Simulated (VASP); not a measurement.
# GaN: G0W0 quasiparticle levels with PBE

GaN:

```
CELL_PARAMETERS angstrom
0.00000 2.10852 2.10852
2.10852 0.00000 2.10852
2.10852 2.10852 0.00000
ATOMIC_POSITIONS crystal
Ga 0.50000 0.50000 0.50000
N 0.00000 0.00000 0.00000
```

```json
{"Program": "VASP 6.6.1", "Task": "G0W0 quasiparticle levels", "Functional": "PBE", "Potentials or basis": "VASP PAW PBE potentials, release 64 (Ga_d_GW, N_GW)", "Cutoff": "500 eV", "k mesh": "6 × 6 × 6", "Occupations": "gaussian, width 0.01 eV", "Spin": "no spin polarisation", "Dipole correction": "no", "GW scheme": "G0W0", "GW iterations": "1", "Cutoff of the response function": "140", "Frequency points": "96", "Empty bands": "70", "Further INCAR settings": "ALGO = EVGW0; EDIFF = 1e-08; NBANDS = 79"}
```

```yaml
Quasiparticle_gap: 1.51 eV
Least_direct_quasiparticle_gap: 3.85 eV
Band_gap_of_the_starting_levels_on_the_mesh: 0.62 eV
Least_direct_gap_of_the_starting_levels_on_the_mesh: 2.83 eV
```

It took 6.9 min on 1 thread of Intel(R) Xeon(R) 6975P-C (Granite Rapids), with other jobs on the host, peak memory 0.38 GiB.

Caveat: the k points lie up to 0.43 Å⁻¹ apart; bands, screening cutoff and mesh are small and nothing is extrapolated, so the quasiparticle values aren't converged.
